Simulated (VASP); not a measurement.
Wanted: the native input for a VASP 6.6.1 run.

* Task: single point
* Functional: r2SCAN
* Potentials or basis: VASP PAW PBE potentials, release 64 (Mg, H)
* Cutoff: 520 eV
* k mesh: 6 × 6 × 8
* Occupations: fermi-dirac, width 0.02 eV
* Spin: no spin polarisation
* Dipole correction: no
* Further INCAR settings: ALGO = Normal; EDIFF = 1e-06; NBANDS = 13

The system is MgH2.

```
Mg H
1.0
     4.48495    0.00000    0.00000
     0.00000    4.48495    0.00000
     0.00000    0.00000    2.99641
Mg H
2 4
Direct
  0.00000 0.00000 0.00000
  0.50000 0.50000 0.50000
  0.30468 0.30468 0.00000
  0.19532 0.80468 0.50000
  0.69532 0.69532 0.00000
  0.80468 0.19532 0.50000
```

The input as run:

POSCAR

```
MgH2
1.0
    4.4849452995      0.0000000000      0.0000000000
    0.0000000000      4.4849452995      0.0000000000
    0.0000000000      0.0000000000      2.9964065034
Mg H
2 4
Direct
    0.0000000000      0.0000000000      0.0000000000
    0.5000000000      0.5000000000      0.5000000000
    0.3046827735      0.3046827735      0.0000000000
    0.1953172265      0.8046827735      0.5000000000
    0.6953172265      0.6953172265      0.0000000000
    0.8046827735      0.1953172265      0.5000000000
```

INCAR.step1

```
SYSTEM = MgH2
PREC = Accurate ; ENCUT = 520
ISMEAR = -1 ; SIGMA = 0.02
LREAL = .False. ; LASPH = .True.
NELM = 80 ; NBANDS = 13
GGA = PE ; ALGO = Normal
EDIFF = 1E-4 ; LWAVE = .True.
LCHARG = .False.
```

INCAR.step2

```
SYSTEM = MgH2
PREC = Accurate ; ENCUT = 520
EDIFF = 1E-6 ; ISMEAR = -1
SIGMA = 0.02 ; LREAL = .False.
LASPH = .True. ; NELM = 80
ALGO = Normal ; ISIF = 2
LWAVE = .False. ; LCHARG = .True.
METAGGA = R2SCAN ; LMIXTAU = .True.
LELF = .True. ; LVHAR = .True.
NBANDS = 13 ; ISTART = 1
```

KPOINTS

```
regular mesh
0
Gamma
  6 6 8
  0 0 0
```

Potentials or basis: VASP PAW PBE potentials, release 64 (Mg, H).

Run with:

```console
$ cat potpaw_PBE.64/Mg/POTCAR potpaw_PBE.64/H/POTCAR > POTCAR
$ cp INCAR.step1 INCAR
$ mpirun -np 1 vasp_std > vasp.out
$ cp INCAR.step2 INCAR
$ mpirun -np 1 vasp_std > vasp.out
```

Results of the run:

- Pressure: -0.4 GPa
- Band gap on the k mesh: 4.46 eV, indirect (least direct gap 5.25 eV)

Caveat: the PAW data sets were made with another functional, which shifts forces and pressure a little.

Run time: 2.7 min on 1 thread of AMD EPYC 7R13 Processor (Zen 3) (shared host), peak memory 0.16 GiB.
